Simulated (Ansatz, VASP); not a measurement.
## WC in VASP and in Ansatz

```xyz
24
Lattice="5.6653 0.0000 0.0000 0.0000 5.8038 0.0000 0.0000 0.0000 25.9386" Properties=species:S:1:pos:R:3 pbc="T T T"
C     1.4163    0.0000    8.0000
C     1.4163    2.9019    8.0000
C     4.2490    0.0000    8.0000
C     4.2490    2.9019    8.0000
C     1.4163    4.3529   10.5131
C     1.4163    1.4510   10.5131
C     4.2490    4.3529   10.5131
C     4.2490    1.4510   10.5131
C     1.4164    2.9014   13.0521
C     1.4162   -0.0004   13.0509
C     4.2488    2.9007   13.0570
C     4.2491    0.0002   13.0555
W     0.0000    4.3529    8.8377
W     0.0000    1.4510    8.8377
W     2.8327    4.3529    8.8377
W     2.8327    1.4510    8.8377
W    -0.0003    2.9014   11.3619
W    -0.0003    0.0010   11.3609
W     2.8329    2.9010   11.3616
W     2.8329    0.0006   11.3614
W     0.0037    1.4512   13.8378
W     0.0004    4.3542   13.8339
W     2.8286    1.4480   13.8380
W     2.8322    4.3521   13.8335
```

Alike in both runs: task single point; functional PBE; dispersion D3(BJ); k mesh 4 × 3 × 1; occupations gaussian, width 0.1 eV; no spin polarisation.

```csv
,VASP,Ansatz
version,VASP 6.6.1,Ansatz 0.2.0
potentials or method,"VASP PAW PBE potentials, release 64 (C, W_sv), cutoff 520 eV","scalar-relativistic, plane waves, PAW"
valence electrons in the cell,216,216
```

|  | VASP | Ansatz | Ansatz less VASP |
| --- | --- | --- | --- |
| gap on the k mesh at the Fermi level (eV) | none | none | - |
| rms of the force components (eV/Å) | 0.839 | 0.844 | +0.0056 |

A gap of «none» marks a metal or a gap that the smearing closes.

The k mesh is coarse, so the values compare programs but aren't converged. Neither program's run includes spin-orbit coupling.
